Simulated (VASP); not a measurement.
# Nb (Im-3m) in VASP: notebook

Runs on Nb. Level: PBE. Tasks: single point.

All numbers are computed with VASP 6.6.1; they aren't measurements. Logs are shortened: lines on timing, memory, paths and dates and some standing lists are left out, and cuts for length are marked.

### 1 The cell of the first run

It takes space group Im-3m (No. 229, cubic). The conventional cell has a = 3.310 Å, b = 3.310 Å, c = 3.310 Å, α = 90.00°, β = 90.00°, γ = 90.00°. Within 3.8 Å of Nb (site symmetry m-3m) lie 14 Nb at 2.87 to 3.31 Å.

### 2 Single point, PBE

INCAR reads:

```
SYSTEM = Nb
  PREC = Accurate
  ENCUT = 520
  EDIFF = 1E-6
  ISMEAR = 0
  SIGMA = 0.3
  LREAL = .FALSE.
  LASPH = .TRUE.
  NELM = 100
  ALGO = Normal
  ISIF = 2
  LWAVE = .FALSE.
  LCHARG = .FALSE.
  GGA = PE
  NBANDS = 12
```

KPOINTS reads:

```
regular mesh
0
G
  13 13 13
  0 0 0
```

POSCAR reads:

```
Nb
1.0
   -1.6547957147      1.6547957147      1.6547957147
    1.6547957147     -1.6547957147      1.6547957147
    1.6547957147      1.6547957147     -1.6547957147
Nb
1
Direct
    0.0000000000      0.0000000000      0.0000000000
```

Potentials or basis: VASP PAW PBE potentials, release 64 (Nb_sv).

Command:

```console
$ cat potpaw_PBE.64/Nb_sv/POTCAR > POTCAR
$ mpirun -np 1 vasp_std > vasp.out
```

OUTCAR:

```text
SYSTEM = Nb
   PREC = Accurate
   ENCUT = 520
   EDIFF = 1E-6
   ISMEAR = 0
   LREAL = .FALSE.
   LASPH = .TRUE.
   NELM = 100
   ISIF = 2
   GGA = PE

 ion  position               nearest neighbor table
   1  0.000  0.000  0.000-

  LATTYP: Found a body centered cubic cell.
 ALAT       =     3.3095914294

  Lattice vectors:

 A1 = (  -1.6547957147,   1.6547957147,   1.6547957147)
 A2 = (   1.6547957147,  -1.6547957147,   1.6547957147)
 A3 = (   1.6547957147,   1.6547957147,  -1.6547957147)

Analysis of symmetry for initial positions (statically):
=====================================================================
 Subroutine PRICEL returns:
 Original cell was already a primitive cell.

 Routine SETGRP: Setting up the symmetry group for a
 body centered cubic supercell.

 Subroutine GETGRP returns: Found 48 space group operations
 (whereof 48 operations were pure point group operations)
 out of a pool of 48 trial point group operations.

The static configuration has the point symmetry O_h .

Analysis of symmetry for dynamics (positions and initial velocities):
=====================================================================
 Subroutine PRICEL returns:
 Original cell was already a primitive cell.

 Routine SETGRP: Setting up the symmetry group for a
 body centered cubic supercell.

 Subroutine GETGRP returns: Found 48 space group operations
 (whereof 48 operations were pure point group operations)
 out of a pool of 48 trial point group operations.

The dynamic configuration has the point symmetry O_h .

 Subroutine INISYM returns: Found 48 space group operations
 (whereof 48 operations are pure point group operations),
 and found     1 'primitive' translations

----------------------------------------------------------------------------------------

                                     Primitive cell

  volume of cell :      18.1256

  direct lattice vectors                    reciprocal lattice vectors
    -1.654795715  1.654795715  1.654795715     0.000000000  0.302152100  0.302152100
     1.654795715 -1.654795715  1.654795715     0.302152100  0.000000000  0.302152100
     1.654795715  1.654795715 -1.654795715     0.302152100  0.302152100  0.000000000

  length of vectors
     2.866190254  2.866190254  2.866190254     0.427307597  0.427307597  0.427307597

  position of ions in fractional coordinates (direct lattice)
     0.000000000  0.000000000  0.000000000

  ion indices of the primitive-cell ions
   primitive index   ion index
                 1           1

----------------------------------------------------------------------------------------

 KPOINTS: regular mesh

Automatic generation of k-mesh.
 Grid dimensions read from file:
 generate k-points for:   13   13   13

 Generating k-lattice:

  Cartesian coordinates                     Fractional coordinates (reciprocal lattice)
     0.000000000  0.023242469  0.023242469     0.076923077  0.000000000  0.000000000
     0.023242469  0.000000000  0.023242469     0.000000000  0.076923077  0.000000000
     0.023242469  0.023242469  0.000000000     0.000000000  0.000000000  0.076923077

  Length of vectors
     0.032869815  0.032869815  0.032869815

  Shift w.r.t. Gamma in fractional coordinates (k-lattice)
     0.000000000  0.000000000  0.000000000

 Subroutine IBZKPT returns following result:
 ===========================================

 Found     84 irreducible k-points:

 Following reciprocal coordinates:
            Coordinates               Weight
  0.000000  0.000000  0.000000      1.000000
  0.076923  0.000000  0.000000     12.000000
  0.153846  0.000000  0.000000     12.000000
  0.230769  0.000000  0.000000     12.000000
  0.307692  0.000000  0.000000     12.000000
  0.384615  0.000000  0.000000     12.000000
[... 16 lines left out ...]
  0.153846  0.076923  0.076923     24.000000
  0.230769  0.076923  0.076923     24.000000
 [... further k-points ...]
   k-points           NKPTS =     84   k-points in BZ     NKDIM =     84   number of bands    NBANDS=     12
   number of dos      NEDOS =    301   number of ions     NIONS =      1
   total plane-waves  NPLWV =  13824
   dimension x,y,z NGX =    24 NGY =   24 NGZ =   24
   dimension x,y,z NGXF=    48 NGYF=   48 NGZF=   48
   ions per type =               1
   NGX,Y,Z   is equivalent  to a cutoff of  13.92, 13.92, 13.92 a.u.
   NGXF,Y,Z  is equivalent  to a cutoff of  27.84, 27.84, 27.84 a.u.
 SYSTEM =  Nb
   PREC   = accura    normal or accurate (medium, high low for compatibility)
   ISTART =      0    job   : 0-new  1-cont  2-samecut
   ICHARG =      2    charge: 1-file 2-atom 10-const
   ISPIN  =      1    spin polarized calculation?
   LNONCOLLINEAR =      F non collinear calculations
   LSORBIT =      F    spin-orbit coupling
   LASPH  =      T    aspherical Exc in radial PAW
   ENCUT  =  520.0 eV  38.22 Ry    6.18 a.u.   5.33  5.33  5.33*2*pi/ulx,y,z
   NELM   =    100;   NELMIN=  2; NELMDL= -5     # of ELM steps
   EDIFF  = 0.1E-05   stopping-criterion for ELM
   LREAL  =      F    real-space projection
   EDIFFG = 0.1E-04   stopping-criterion for IOM
   NSW    =      0    number of steps for IOM
   IBRION =     -1    ionic relax: 0-MD 1-quasi-New 2-CG
   NFREE  =      0    steps in history (QN), initial steepest desc. (CG)
   ISIF   =      2    stress and relaxation
   ISYM   =      2    0-nonsym 1-usesym 2-fastsym
   POTIM  = 0.5000    time-step for ionic-motion
   TEBEG  =    0.0;   TEEND  =   0.0 temperature during run
   PSTRESS=    0.0 pullay stress
   NELECT =      13.0000    total number of electrons
   NUPDOWN=      -1.0000    fix difference up-down
   EMIN   =  10.00;   EMAX   =-10.00  energy-range for DOS
   EFERMI =   0.00;   METHOD = LEGACY
   ISMEAR =     0;   SIGMA  =   0.30  broadening in eV -4-tet -1-fermi 0-gaus
   EFERMI_NEDOS =   21; number of points for ismear=-14 and -15
   IALGO  =     38    algorithm
   IMIX   =      4    mixing-type and parameters
     AMIX     =   0.40;   BMIX     =  1.00
     AMIX_MAG =   1.60;   BMIX_MAG =  1.00
  volume/ion in A,a.u.               =      18.13       122.32
  Fermi-wavevector in a.u.,A,eV,Ry     =   1.465407  2.769217 29.217387  2.147417
  Thomas-Fermi vector in A             =   2.581267
   LORBIT       =      0    0 simple, 1 ext, 2 COOP (PROOUT), +10 PAW based schemes
   GGA     = PE    functional components
   LHFCALC =     F    Hartree Fock is set to
   AEXX    =    0.0000 exact exchange contribution
   IVDW    =     0    specifies the selected vdW correction
   LEPSILON=     F    determine dielectric tensor
   LRPA    =     F    only Hartree local field effects (RPA)
 non-spin polarized calculation
 Gauss-broadening in eV      SIGMA  =   0.30
  energy-cutoff  :      520.00
  volume of cell :       18.13
 maximum number of plane-waves:       496
 NGX is ok and might be reduce to    24
   NGX = 11   NGY = 11   NGZ = 11

 number of electron      13.0000000 magnetization

 Free energy of the ion-electron system (eV)
  ---------------------------------------------------
  ext. energy  EPLUGINS =         0.00000000
  ---------------------------------------------------
  free energy    TOTEN  =       -10.25245603 eV

  energy without entropy =      -10.18888975  energy(sigma->0) =      -10.22067289

 E-fermi :  11.1270     XC(G=0): -12.4665

 val. band max:       11.1204160932   @ k =   0.0769   0.0769   0.0000
 cond. band min:      11.1284720519   @ k =  -0.1538   0.1538   0.0769
 fundamental gap:      0.0080559588
 Fermi energy:        11.1270156064

 k-point     1 :       0.0000    0.0000    0.0000
  band No.  band energies     occupation
      1     -43.2760      2.00000
      2     -18.5872      2.00000
      3     -18.5872      2.00000
      4     -18.5872      2.00000
      5       5.1580      2.00000
      6      11.4645      0.11166
      7      11.4645      0.11166
      8      11.4645      0.11166
      9      14.3531      0.00000
     10      14.3531      0.00000
     11      25.2939      0.00000
     12      25.2939      0.00000

 k-point     2 :       0.0769    0.0000    0.0000
  band No.  band energies     occupation
      1     -43.2626      2.00000
      2     -18.6693      2.00000
      3     -18.6122      2.00000
      4     -18.5879      2.00000
      5       5.3994      2.00000
      6      11.3166      0.37154
      7      11.4263      0.15830
      8      11.6957      0.00734
      9      14.1341      0.00000
     10      14.3541      0.00000
     11      25.4876      0.00000
     12      25.7170      0.00000

 k-point     3 :       0.1538    0.0000    0.0000
  band No.  band energies     occupation
      1     -43.2252      2.00000
      2     -18.8925      2.00000
      3     -18.6807      2.00000
      4     -18.5898      2.00000
      5       6.0598      2.00000
      6      10.9358      1.63271
      7      11.2489      0.56545
      8      12.3734      0.00000
      9      13.8036      0.00000
     10      14.3786      0.00000
     11      25.8406      0.00000
     12      26.8965      0.00000

 k-point     4 :       0.2308    0.0000    0.0000
  band No.  band energies     occupation
      1     -43.1721      2.00000
      2     -19.1973      2.00000
      3     -18.7759      2.00000
      4     -18.5925      2.00000
      5       6.9064      2.00000
      6      10.4562      1.99844
      7      11.0055      1.43316
      8      13.4438      0.00000
      9      13.7914      0.00000
     10      14.4681      0.00000
     11      25.6247      0.00000
     12      27.1687      0.00000

 k-point     5 :       0.3077    0.0000    0.0000
  band No.  band energies     occupation
      1     -43.1150      2.00000
      2     -19.5097      2.00000
      3     -18.8751      2.00000
      4     -18.5954      2.00000
      5       7.4697      2.00000
      6      10.0029      2.00000
      7      11.2368      0.60484
      8      14.0551      0.00000
      9      14.6426      0.00000
     10      14.8004      0.00000
     11      24.5895      0.00000
     12      25.9229      0.00000
[... 228 lines left out ...]
      1     -43.0089      2.00000
      2     -19.6054      2.00000
      3     -19.4014      2.00000
      4     -18.7531      2.00000
      5       8.8974      2.00000
      6       9.9567      2.00000
      7      10.5449      1.99393
      8      14.5605      0.00000
      9      15.0253      0.00000
     10      20.9491      0.00000
     11      21.4130      0.00000
     12      23.0548      0.00000

 k-point    22 :       0.0769    0.0769    0.0769
  band No.  band energies     occupation
      1     -43.2033      2.00000
      2     -19.0422      2.00000
      3     -18.6455      2.00000
      4     -18.6455      2.00000
      5       6.4693      2.00000
      6      10.7659      1.91130
      7      10.7659      1.91130
      8      13.1146      0.00000
      9      14.1156      0.00000
     10      14.1156      0.00000
     11      26.2444      0.00000
     12      27.0436      0.00000

 k-point    23 :       0.1538    0.0769    0.0769
  band No.  band energies     occupation
      1     -43.1551      2.00000
      2     -19.2962      2.00000
      3     -18.7479      2.00000
      4     -18.6540      2.00000
      5       7.3195      2.00000
      6      10.2861      1.99993
      7      10.4432      1.99873
      8      14.0123      0.00000
      9      14.3690      0.00000
     10      14.4157      0.00000
     11      26.2391      0.00000
     12      26.9889      0.00000

 k-point    24 :       0.2308    0.0769    0.0769
  band No.  band energies     occupation
      1     -43.1034      2.00000
      2     -19.5385      2.00000
      3     -18.8763      2.00000
      4     -18.6632      2.00000
      5       7.9534      2.00000
      6       9.8795      2.00000
      7      10.5744      1.99082
      8      14.1680      0.00000
      9      14.6832      0.00000
     10      15.8399      0.00000
     11      25.0722      0.00000
     12      25.7473      0.00000

 [... further k-points ...]

------------------------ aborting loop because EDIFF is reached ----------------------------------------

  FORCE on cell =-STRESS in cart. coord.  units (eV):
  Direction    XX          YY          ZZ          XY          YZ          ZX
  --------------------------------------------------------------------------------------
  -------------------------------------------------------------------------------------
  Total       -0.0196734     -0.0196734     -0.0196734      0.0000000      0.0000000      0.0000000
  in kB       -1.7389866     -1.7389866     -1.7389866      0.0000000      0.0000000      0.0000000
  external PRESSURE =      -1.7389866 kB  Pullay stress =       0.0000000 kB

 VOLUME and BASIS-vectors are now :
 -----------------------------------------------------------------------------
  energy-cutoff  :      520.00
  volume of cell :       18.13
      direct lattice vectors                 reciprocal lattice vectors
    -1.654795715  1.654795715  1.654795715     0.000000000  0.302152100  0.302152100
     1.654795715 -1.654795715  1.654795715     0.302152100  0.000000000  0.302152100
     1.654795715  1.654795715 -1.654795715     0.302152100  0.302152100  0.000000000

 POSITION                                       TOTAL-FORCE (eV/Angst)
 -----------------------------------------------------------------------------------
      0.00000      0.00000      0.00000        -0.000000      0.000000     -0.000000
 -----------------------------------------------------------------------------------
    total drift:                                0.000000      0.000000     -0.000000

  FREE ENERGIE OF THE ION-ELECTRON SYSTEM (eV)
  ---------------------------------------------------
  free  energy   TOTEN  =       -10.2524560308 eV

  energy  without entropy=      -10.1888897499  energy(sigma->0) =      -10.22067289
```

Run time: 5.8 s. Hardware: 1 thread of Intel Xeon 6975P-C (Granite Rapids), shared host; peak memory 0.14 GiB.

What came out:

| Quantity | Value |
| --- | --- |
| Free energy | -10.2525 eV |
| Pressure | -0.2 GPa |

[end of part 1 of 2]
